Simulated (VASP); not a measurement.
# Be2C (Fm-3m) in VASP: a series of runs, part 2 of 2

VASP 6.6.1. Earlier steps stand in the parts before.

### 4 Single point, PBEsol

This run uses another cell than the first one, of 6.64 Å³/atom, 1.041 times its volume.

File INCAR:

```
ALGO = Normal
EDIFF = 1E-6
ENCUT = 600
GGA = PS
GGA_COMPAT = F
ISIF = 2
ISMEAR = 0
LASPH = T
LCHARG = T
LELF = T
LREAL = F
LVHAR = T
LWAVE = F
NBANDS = 11
NELM = 120
PREC = Accurate
SIGMA = 0.01
```

File KPOINTS:

```
k-points
0
Gamma
  8 8 8
```

File POSCAR:

```
Be2C
1.0
    0.0000000000      2.1518771097      2.1518771097
    2.1518771097      0.0000000000      2.1518771097
    2.1518771097      2.1518771097      0.0000000000
Be C
2 1
Direct
    0.2500000000      0.2500000000      0.2500000000
    0.7500000000      0.7500000000      0.7500000000
    0.0000000000      0.0000000000      0.0000000000
```

Potentials or basis: VASP PAW PBE potentials, release 64 (Be, C).

Run with:

```sh
cat potpaw_PBE.64/Be/POTCAR potpaw_PBE.64/C/POTCAR > POTCAR
mpirun -np 1 vasp_std > vasp.out
```

OUTCAR:

```text
EDIFF = 1E-6
   ENCUT = 600
   GGA = PS
   ISIF = 2
   ISMEAR = 0
   LASPH = T
   LREAL = F
   NELM = 120
   PREC = Accurate

 ion  position               nearest neighbor table
   1  0.250  0.250  0.250-   3 1.86   3 1.86   3 1.86   3 1.86   2 2.15   2 2.15   2 2.15   2 2.15
                             2 2.15   2 2.15
   2  0.750  0.750  0.750-   3 1.86   3 1.86   3 1.86   3 1.86   1 2.15   1 2.15   1 2.15   1 2.15
                             1 2.15   1 2.15
   3  0.000  0.000  0.000-   2 1.86   2 1.86   2 1.86   1 1.86   2 1.86   1 1.86   1 1.86   1 1.86

  LATTYP: Found a face centered cubic cell.
 ALAT       =     4.3037542194

  Lattice vectors:

 A1 = (   0.0000000000,   2.1518771097,   2.1518771097)
 A2 = (   2.1518771097,   0.0000000000,   2.1518771097)
 A3 = (   2.1518771097,   2.1518771097,   0.0000000000)

Analysis of symmetry for initial positions (statically):
=====================================================================
 Subroutine PRICEL returns:
 Original cell was already a primitive cell.

 Routine SETGRP: Setting up the symmetry group for a
 face centered cubic supercell.

 Subroutine GETGRP returns: Found 48 space group operations
 (whereof 48 operations were pure point group operations)
 out of a pool of 48 trial point group operations.

The static configuration has the point symmetry O_h .

Analysis of symmetry for dynamics (positions and initial velocities):
=====================================================================
 Subroutine PRICEL returns:
 Original cell was already a primitive cell.

 Routine SETGRP: Setting up the symmetry group for a
 face centered cubic supercell.

 Subroutine GETGRP returns: Found 48 space group operations
 (whereof 48 operations were pure point group operations)
 out of a pool of 48 trial point group operations.

The dynamic configuration has the point symmetry O_h .

 Subroutine INISYM returns: Found 48 space group operations
 (whereof 48 operations are pure point group operations),
 and found     1 'primitive' translations
[... 125 lines left out ...]
   IVDW    =     0    specifies the selected vdW correction
   LEPSILON=     F    determine dielectric tensor
   LRPA    =     F    only Hartree local field effects (RPA)
 non-spin polarized calculation
 Gauss-broadening in eV      SIGMA  =   0.01
  energy-cutoff  :      600.00
  volume of cell :       19.93
 maximum number of plane-waves:       684
   NGX = 13   NGY = 13   NGZ = 13

 number of electron       8.0000000 magnetization

 Free energy of the ion-electron system (eV)
  ---------------------------------------------------
  ext. energy  EPLUGINS =         0.00000000
  ---------------------------------------------------
  free energy    TOTEN  =       -18.41164523 eV

  energy without entropy =      -18.41164523  energy(sigma->0) =      -18.41164523

 E-fermi :   7.9788     XC(G=0): -11.5825

 val. band max:        7.8661553161   @ k =   0.0000   0.0000   0.0000
 cond. band min:       8.9335566956   @ k =   0.5000   0.5000   0.0000
 fundamental gap:      1.0674013795
 Fermi energy:         7.9788035743

 k-point     1 :       0.0000    0.0000    0.0000
  band No.  band energies     occupation
      1      -7.2983      2.00000
      2       7.8662      2.00000
      3       7.8662      2.00000
      4       7.8662      2.00000
      5      11.9835      0.00000
      6      11.9835      0.00000
      7      11.9835      0.00000
      8      14.7679      0.00000
      9      21.0869      0.00000
     10      21.0869      0.00000
     11      21.0869      0.00000
[... 309 lines left out ...]
 k-point    24 :      -0.3750    0.2500    0.1250
  band No.  band energies     occupation
      1      -3.9084      2.00000
      2      -0.3235      2.00000
      3       3.6866      2.00000
      4       4.4024      2.00000
      5      13.0000      0.00000
      6      14.5184      0.00000
      7      17.7863      0.00000
      8      18.5725      0.00000
      9      20.0984      0.00000
     10      21.6937      0.00000
     11      25.4953      0.00000

 [... further k-points ...]

------------------------ aborting loop because EDIFF is reached ----------------------------------------

  FORCE on cell =-STRESS in cart. coord.  units (eV):
  Direction    XX          YY          ZZ          XY          YZ          ZX
  --------------------------------------------------------------------------------------
  -------------------------------------------------------------------------------------
  Total        0.1962710      0.1962710      0.1962710      0.0000000     -0.0000000      0.0000000
  in kB       15.7791761     15.7791761     15.7791761      0.0000000     -0.0000000      0.0000000
  external PRESSURE =      15.7791761 kB  Pullay stress =       0.0000000 kB

 VOLUME and BASIS-vectors are now :
 -----------------------------------------------------------------------------
  energy-cutoff  :      600.00
  volume of cell :       19.93
      direct lattice vectors                 reciprocal lattice vectors
     0.000000000  2.151877110  2.151877110    -0.232355276  0.232355276  0.232355276
     2.151877110  0.000000000  2.151877110     0.232355276 -0.232355276  0.232355276
     2.151877110  2.151877110  0.000000000     0.232355276  0.232355276 -0.232355276

 POSITION                                       TOTAL-FORCE (eV/Angst)
 -----------------------------------------------------------------------------------
      1.07594      1.07594      1.07594         0.000000      0.000000     -0.000000
      3.22782      3.22782      3.22782        -0.000000     -0.000000      0.000000
      0.00000      0.00000      0.00000        -0.000000     -0.000000     -0.000000
 -----------------------------------------------------------------------------------
    total drift:                               -0.000000     -0.000000      0.000000

  FREE ENERGIE OF THE ION-ELECTRON SYSTEM (eV)
  ---------------------------------------------------
  free  energy   TOTEN  =       -18.4116452282 eV

  energy  without entropy=      -18.4116452282  energy(sigma->0) =      -18.41164523
```

OSZICAR:

```text
N       E                     dE             d eps       ncg     rms          rms(c)
DAV:   1     0.500935864865E+01    0.50094E+01   -0.41805E+03   638   0.734E+02
DAV:   2    -0.185644524918E+02   -0.23574E+02   -0.21936E+02   834   0.134E+02
DAV:   3    -0.194669557469E+02   -0.90250E+00   -0.89738E+00   843   0.200E+01
DAV:   4    -0.194721972449E+02   -0.52415E-02   -0.52402E-02   737   0.175E+00
DAV:   5    -0.194722254164E+02   -0.28172E-04   -0.28171E-04   801   0.116E-01    0.528E+00
DAV:   6    -0.184774865017E+02    0.99474E+00   -0.29037E+00   674   0.807E+00    0.214E+00
DAV:   7    -0.184244769414E+02    0.53010E-01   -0.18463E-01   763   0.281E+00    0.125E+00
DAV:   8    -0.184118105372E+02    0.12666E-01   -0.11041E-02   757   0.101E+00    0.213E-01
DAV:   9    -0.184116462367E+02    0.16430E-03   -0.33247E-04   780   0.109E-01    0.119E-01
DAV:  10    -0.184116458892E+02    0.34752E-06   -0.10996E-04   774   0.637E-02    0.771E-03
DAV:  11    -0.184116452282E+02    0.66095E-06   -0.69415E-06   712   0.148E-02
   1 F= -.18411645E+02 E0= -.18411645E+02  d E =-.256160E-59
```

Wall time 4.6 s (1 thread of Intel Xeon Platinum 8375C at 2.90GHz (Ice Lake), shared host); peak memory 0.13 GiB.

Results:

| Item | Value |
| --- | --- |
| Free energy | -18.4116 eV |
| Pressure | 1.6 GPa |
| Band gap on the k mesh | 1.07 eV, indirect (least direct gap 4.12 eV) |

Caveat: the PAW data sets were made with another functional, which shifts forces and pressure a little.

### 5 Single point, PBEsol

This run uses another cell than the first one, of 6.61 Å³/atom, 1.036 times its volume.

File INCAR:

```
ALGO = Normal ; EDIFF = 1E-6
ENCUT = 600 ; GGA = PS
GGA_COMPAT = F ; ISIF = 2
ISMEAR = 0 ; LASPH = T
LCHARG = F ; LREAL = F
LWAVE = F ; NBANDS = 11
NELM = 120 ; PREC = Accurate
SIGMA = 0.01
```

KPOINTS is that of step 4.

File POSCAR:

```
Be2C
1.0
    0.0000000000      2.1484917799      2.1484917799
    2.1484917799      0.0000000000      2.1484917799
    2.1484917799      2.1484917799      0.0000000000
Be C
2 1
Direct
    0.2500000000      0.2500000000      0.2500000000
    0.7500000000      0.7500000000      0.7500000000
    0.0000000000      0.0000000000      0.0000000000
```

Run with:

```sh
cat potpaw_PBE.64/Be/POTCAR potpaw_PBE.64/C/POTCAR > POTCAR
mpirun -np 1 vasp_std > vasp.out
```

It took 3.9 s on 1 thread of Intel Xeon Platinum 8375C at 2.90GHz (Ice Lake), shared host; peak memory 0.13 GiB.

It converged, with:

- Free energy: -18.4103 eV
- Pressure: 2.6 GPa
- Band gap on the k mesh: 1.07 eV, indirect (least direct gap 4.13 eV)

Levels at points of the mesh, in eV from the valence-band top:
```
           k point  band 1  band 2  band 3  band 4  band 5  band 6  band 7  band 8
(0.00, 0.00, 0.00)  -15.20    0.00    0.00    0.00    4.13    4.13    4.13    6.95
(0.50, 0.00, 0.00)  -12.26   -8.91   -1.87   -1.87    4.99    4.99    7.26    9.84
(0.50, 0.50, 0.00)  -11.51   -6.87   -4.85   -4.85    1.07    5.88   13.45   13.45
```

Caveat: the PAW data sets were made with another functional, which shifts forces and pressure a little. A k mesh can miss the band edges.

### 6 Overview

| cell | gap on the mesh (eV) | pressure (GPa) |
| --- | --- | --- |
| a = 3.003 Å, angles 60.0°, 3 atoms | 1.08 | 10.6 |
| a = 2.983 Å, angles 60.0°, 3 atoms | 1.09 | 15.7 |
| a = 3.043 Å, angles 60.0°, 3 atoms | 1.07 | 1.6 |
| a = 3.038 Å, angles 60.0°, 3 atoms | 1.07 | 2.6 |

Alike in all rows: task single point; level PBEsol; potentials or basis VASP PAW PBE potentials, release 64 (Be, C); no spin polarisation; k mesh 8 × 8 × 8; cutoff (eV) 600; smearing gaussian 0.01 eV.

Caveats: the PAW data sets were made with another functional, which shifts forces and pressure a little.

Total energies depend on the potentials used, so only differences within one code and one set of settings carry meaning.
